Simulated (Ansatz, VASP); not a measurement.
## Ge4P: VASP beside Ansatz

```xyz
5
Lattice="-2.5067 2.5067 3.9215 2.5067 -2.5067 3.9215 2.5067 2.5067 -3.9215" Properties=species:S:1:pos:R:3 pbc="T T T"
Ge    0.0000    0.0000    5.3287
Ge    0.0000    0.0000    2.5143
Ge    2.5067    0.0000    0.0000
Ge    0.0000    2.5067    0.0000
P     0.0000    0.0000    0.0000
```

Alike in both runs: functional PBE; k mesh 10 × 10 × 10; occupations gaussian, width 0.1 eV; no spin polarisation.

Ansatz relaxed the structure, and its values are those at the end. VASP's run is a single point on that final structure, the one shown.

|  | VASP | Ansatz |
| --- | --- | --- |
| version | VASP 6.6.1 | Ansatz 0.2.0 |
| potentials or method | VASP PAW PBE potentials, release 64 (Ge_d, P), cutoff 520 eV | scalar-relativistic, plane waves, PAW |
| valence electrons in the cell | 61 | 61 |

```csv
,VASP,Ansatz,Ansatz less VASP
gap on the k mesh at the Fermi level (eV),none,none,-
pressure (GPa),0.0,0.0,+0.02
rms of the force components (eV/Å),0.004,0.001,-0.0031
```

A gap of «none» marks a metal or a gap that the smearing closes.
